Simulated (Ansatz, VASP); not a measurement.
**AgCl: VASP beside Ansatz**

```
Ag Cl
1.0
     0.00000    2.99326    2.99326
     2.99326    0.00000    2.99326
     2.99326    2.99326    0.00000
Ag Cl
1 1
Direct
  0.00000 0.00000 0.00000
  0.25000 0.25000 0.25000
```

Alike in both runs: task single point; functional PBE; k mesh 8 × 8 × 8; occupations fermi-dirac, width 0.02 eV; no spin polarisation.

|  | VASP | Ansatz |
| --- | --- | --- |
| version | VASP 6.6.1 | Ansatz 0.2.0 |
| potentials or method | VASP PAW PBE potentials, release 64 (Ag, Cl) | plane waves, PAW |
| plane-wave cutoff (eV) | 520 | 420 |
| valence electrons in the cell | 18 | 26 |

Ansatz gave:

```
gap on the k mesh at the Fermi level (eV) : 1.25
pressure (GPa)                            : 1.2
```

Problem. Which values does VASP return?

Solution. gap on the k mesh at the Fermi level (eV): 1.25; pressure (GPa): 1.1.

VASP's potentials hold 18 valence electrons a cell and Ansatz's 26, so a difference there can come from the potentials and not from the codes.
